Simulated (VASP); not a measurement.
# Cu3N (Pm-3m) in VASP: a series of runs

The runs below take Cu3N through single point, relaxation of the atoms, with LDA, r2SCAN.

Program: VASP 6.6.1. These are calculated values, not measurements. Logs are shortened: lines on timing, memory, paths and dates and some standing lists are left out, and cuts for length are marked.

### Step 1. The cell of the first run

It takes space group Pm-3m (No. 221, cubic). Conventional cell: a = 3.719 Å, b = 3.719 Å, c = 3.719 Å, α = 90.00°, β = 90.00°, γ = 90.00°. Cu (site symmetry 4/mmm) has 2 N at 1.86 Å within 2.5 Å. N (site symmetry m-3m) has 6 Cu at 1.86 Å within 2.5 Å.

### Step 2. Single point, LDA

The input, INCAR:

```
SYSTEM = Cu3N
  PREC = Accurate
  ENCUT = 820
  EDIFF = 1E-6
  ISMEAR = -1
  SIGMA = 0.1
  LREAL = .FALSE.
  LASPH = .TRUE.
  NELM = 120
  ALGO = Normal
  ISIF = 2
  LWAVE = .FALSE.
  LCHARG = .FALSE.
  GGA = CA
  NBANDS = 39
  GGA_COMPAT = .FALSE.
```

The input, KPOINTS:

```
regular mesh
0
G
  8 8 8
  0 0 0
```

The input, POSCAR:

```
Cu3N
1.0
    3.7186516434      0.0000000000      0.0000000000
    0.0000000000      3.7186516434      0.0000000000
    0.0000000000      0.0000000000      3.7186516434
Cu N
3 1
Direct
    0.5000000000      0.0000000000      0.0000000000
    0.0000000000      0.5000000000      0.0000000000
    0.0000000000      0.0000000000      0.5000000000
    0.0000000000      0.0000000000      0.0000000000
```

Potentials or basis: VASP PAW LDA potentials, release 64 (Cu_sv_GW, N).

Launch:

```console
$ cat potpaw_LDA.64/Cu_sv_GW/POTCAR potpaw_LDA.64/N/POTCAR > POTCAR
$ mpirun -np 1 vasp_std > vasp.out
```

OUTCAR:

```text
SYSTEM = Cu3N
   PREC = Accurate
   ENCUT = 820
   EDIFF = 1E-6
   ISMEAR = -1
   LREAL = .FALSE.
   LASPH = .TRUE.
   NELM = 120
   ISIF = 2
   GGA = CA

 ion  position               nearest neighbor table
   1  0.500  0.000  0.000-   4 1.86   4 1.86   2 2.63   3 2.63   2 2.63   2 2.63   3 2.63   3 2.63
                             3 2.63   2 2.63
   2  0.000  0.500  0.000-   4 1.86   4 1.86   1 2.63   3 2.63   1 2.63   3 2.63   3 2.63   3 2.63
                             1 2.63   1 2.63
   3  0.000  0.000  0.500-   4 1.86   4 1.86   1 2.63   1 2.63   2 2.63   2 2.63   2 2.63   2 2.63
                             1 2.63   1 2.63
   4  0.000  0.000  0.000-   1 1.86   2 1.86   3 1.86   3 1.86   2 1.86   1 1.86

  LATTYP: Found a simple cubic cell.
 ALAT       =     3.7186516434

  Lattice vectors:

 A1 = (   3.7186516434,   0.0000000000,   0.0000000000)
 A2 = (   0.0000000000,   3.7186516434,   0.0000000000)
 A3 = (   0.0000000000,   0.0000000000,   3.7186516434)

Analysis of symmetry for initial positions (statically):
=====================================================================
 Subroutine PRICEL returns:
 Original cell was already a primitive cell.

 Routine SETGRP: Setting up the symmetry group for a
 simple cubic supercell.

 Subroutine GETGRP returns: Found 48 space group operations
 (whereof 48 operations were pure point group operations)
 out of a pool of 48 trial point group operations.

The static configuration has the point symmetry O_h .

Analysis of symmetry for dynamics (positions and initial velocities):
=====================================================================
 Subroutine PRICEL returns:
 Original cell was already a primitive cell.

 Routine SETGRP: Setting up the symmetry group for a
 simple cubic supercell.

 Subroutine GETGRP returns: Found 48 space group operations
 (whereof 48 operations were pure point group operations)
 out of a pool of 48 trial point group operations.

The dynamic configuration has the point symmetry O_h .

 Subroutine INISYM returns: Found 48 space group operations
 (whereof 48 operations are pure point group operations),
 and found     1 'primitive' translations

----------------------------------------------------------------------------------------

                                     Primitive cell

  volume of cell :      51.4229

  direct lattice vectors                    reciprocal lattice vectors
[... 86 lines left out ...]
   LNONCOLLINEAR =      F non collinear calculations
   LSORBIT =      F    spin-orbit coupling
   LASPH  =      T    aspherical Exc in radial PAW
   ENCUT  =  820.0 eV  60.27 Ry    7.76 a.u.   8.68  8.68  8.68*2*pi/ulx,y,z
   NELM   =    120;   NELMIN=  2; NELMDL= -5     # of ELM steps
   EDIFF  = 0.1E-05   stopping-criterion for ELM
   LREAL  =      F    real-space projection
   EDIFFG = 0.1E-04   stopping-criterion for IOM
   NSW    =      0    number of steps for IOM
   IBRION =     -1    ionic relax: 0-MD 1-quasi-New 2-CG
   NFREE  =      0    steps in history (QN), initial steepest desc. (CG)
   ISIF   =      2    stress and relaxation
   ISYM   =      2    0-nonsym 1-usesym 2-fastsym
   POTIM  = 0.5000    time-step for ionic-motion
   TEBEG  =    0.0;   TEEND  =   0.0 temperature during run
   PSTRESS=    0.0 pullay stress
   NELECT =      62.0000    total number of electrons
   NUPDOWN=      -1.0000    fix difference up-down
   EMIN   =  10.00;   EMAX   =-10.00  energy-range for DOS
   EFERMI =   0.00;   METHOD = LEGACY
   ISMEAR =    -1;   SIGMA  =   0.10  broadening in eV -4-tet -1-fermi 0-gaus
   EFERMI_NEDOS =   21; number of points for ismear=-14 and -15
   IALGO  =     38    algorithm
   IMIX   =      4    mixing-type and parameters
     AMIX     =   0.40;   BMIX     =  1.00
     AMIX_MAG =   1.60;   BMIX_MAG =  1.00
  volume/ion in A,a.u.               =      12.86        86.75
  Fermi-wavevector in a.u.,A,eV,Ry     =   1.742422  3.292699 41.307734  3.036033
  Thomas-Fermi vector in A             =   2.814690
   LORBIT       =      0    0 simple, 1 ext, 2 COOP (PROOUT), +10 PAW based schemes
   GGA     = CA    functional components
   LHFCALC =     F    Hartree Fock is set to
   AEXX    =    0.0000 exact exchange contribution
   IVDW    =     0    specifies the selected vdW correction
   LEPSILON=     F    determine dielectric tensor
   LRPA    =     F    only Hartree local field effects (RPA)
 non-spin polarized calculation
  energy-cutoff  :      820.00
  volume of cell :       51.42
 maximum number of plane-waves:      2800
 NGX is ok and might be reduce to    36
   NGX = 17   NGY = 17   NGZ = 17

 number of electron      62.0000047 magnetization

 Free energy of the ion-electron system (eV)
  ---------------------------------------------------
  ext. energy  EPLUGINS =         0.00000000
  ---------------------------------------------------
  free energy    TOTEN  =       -22.61178775 eV

  energy without entropy =      -22.60094881  energy(sigma->0) =      -22.60636828

 E-fermi :   5.4210     XC(G=0): -12.0694

 val. band max:        5.4033779718   @ k =   0.5000   0.5000   0.1250
 cond. band min:       5.5766452971   @ k =   0.5000   0.5000   0.2500
 fundamental gap:      0.1732673253
 Fermi energy:         5.4209968073

 k-point     1 :       0.0000    0.0000    0.0000
  band No.  band energies     occupation
      1    -106.4164      2.00000
      2    -106.4060      2.00000
      3    -106.4060      2.00000
      4     -64.6094      2.00000
      5     -64.6094      2.00000
      6     -64.6094      2.00000
[... 997 lines left out ...]
     38      15.5121      0.00000
     39      18.3133      0.00000

 [... further k-points ...]
[... 5 lines left out ...]
  --------------------------------------------------------------------------------------
  -------------------------------------------------------------------------------------
  Total       -0.0022516     -0.0022516     -0.0022516      0.0000000     -0.0000000      0.0000000
  in kB       -0.0701534     -0.0701534     -0.0701534      0.0000000     -0.0000000      0.0000000
  external PRESSURE =      -0.0701534 kB  Pullay stress =       0.0000000 kB

 VOLUME and BASIS-vectors are now :
 -----------------------------------------------------------------------------
  energy-cutoff  :      820.00
  volume of cell :       51.42
      direct lattice vectors                 reciprocal lattice vectors
     3.718651643  0.000000000  0.000000000     0.268914676  0.000000000  0.000000000
     0.000000000  3.718651643  0.000000000     0.000000000  0.268914676  0.000000000
     0.000000000  0.000000000  3.718651643     0.000000000  0.000000000  0.268914676

 POSITION                                       TOTAL-FORCE (eV/Angst)
 -----------------------------------------------------------------------------------
      1.85933      0.00000      0.00000         0.000000      0.000000      0.000000
      0.00000      1.85933      0.00000         0.000000      0.000000      0.000000
      0.00000      0.00000      1.85933         0.000000      0.000000      0.000000
      0.00000      0.00000      0.00000         0.000000      0.000000      0.000000
 -----------------------------------------------------------------------------------
    total drift:                                0.000000      0.000000     -0.000000

  FREE ENERGIE OF THE ION-ELECTRON SYSTEM (eV)
  ---------------------------------------------------
  free  energy   TOTEN  =       -22.6117877516 eV

  energy  without entropy=      -22.6009488082  energy(sigma->0) =      -22.60636828
```

Run time: 2.5 min. Hardware: 1 thread of AMD EPYC 7R43 (Zen 3), shared host; peak memory 0.22 GiB.

What came out:

```
Free energy            : -22.6118 eV
Pressure               : 0.0 GPa
Band gap on the k mesh : zero (bands 31 and 32 overlap by 0.05 eV)
```

Caveat: semilocal functionals underestimate gaps, and a narrow one can read as zero.

(Part 1 of 2 ends here.)

The gap in the log of VASP goes by the Fermi energy; the results here count the filled bands.